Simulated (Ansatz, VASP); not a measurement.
**Two plane-wave programs on Fe**

```
CELL_PARAMETERS angstrom
1.41559 -1.41559 1.41559
-1.41559 1.41559 1.41559
-2.83119 -2.83119 0.00000
ATOMIC_POSITIONS crystal
Fe 0.00000 0.00000 0.00000
Fe 0.50000 0.50000 0.50000
```

Alike in both runs: task single point; functional PBE; k mesh 14 × 14 × 10; occupations gaussian, width 0.05 eV; collinear spin.

|  | VASP | Ansatz |
| --- | --- | --- |
| version | VASP 6.6.1 | Ansatz 0.2.0 |
| potentials or method | VASP PAW PBE potentials, release 64 (Fe), cutoff 520 eV | scalar-relativistic, plane waves, PAW |
| valence electrons in the cell | 16 | 32 |

|  | VASP | Ansatz | Ansatz less VASP |
| --- | --- | --- | --- |
| gap on the k mesh at the Fermi level (eV) | none | none | - |
| pressure (GPa) | -2.6 | -2.4 | +0.22 |
| traceless stress, the component that is largest in VASP (GPa) | 6.54 | 6.60 | +0.063 |
| net moment per atom (μB) | 0.00 | 0.00 | 0.000 |
| size of the moment on the site where the two differ most (μB) | 1.95 | 1.91 | -0.036 |

Site moments also hang on the region over which each program counts them. A gap of «none» marks a metal or a gap that the smearing closes. The functional is the same, so the differences come from potentials, cutoffs and numerics. VASP's potentials hold 16 valence electrons a cell and Ansatz's 32, so a difference there can come from the potentials and not from the codes.
